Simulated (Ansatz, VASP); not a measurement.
**One calculation of Si, two programs**

```xyz
2
Lattice="0.0000 2.2129 2.2129 2.2129 0.0000 2.2129 2.2129 2.2129 0.0000" Properties=species:S:1:pos:R:3 pbc="T T T"
Si   -0.5532   -0.5532   -0.5532
Si    0.5532    0.5532    0.5532
```

Change from the starting cell: volume scaled by 0.55, PAW files.

Alike in both runs: task single point; functional LDA; k mesh 13 × 13 × 13; occupations fermi-dirac, width 0.1 eV; no spin polarisation.

|  | VASP | Ansatz |
| --- | --- | --- |
| version | VASP 6.6.1 | Ansatz 0.2.0 |
| potentials or method | VASP PAW LDA potentials, release 64 (Si) | PAW with Ansatz's default frozen-core files, scalar-relativistic |
| plane-wave cutoff (eV) | 520 | 420 |
| valence electrons in the cell | 8 | 8 |

|  | VASP | Ansatz | Ansatz less VASP |
| --- | --- | --- | --- |
| pressure (GPa) | 183.8 | 183.0 | -0.73 |

LDA's correlation is that of Perdew and Zunger in VASP and of Perdew and Wang (1992) in Ansatz. Both programs put the cell under a high pressure, so it lies far from rest at this level.

Noted on VASP's run: the cell as given lies far from equilibrium.
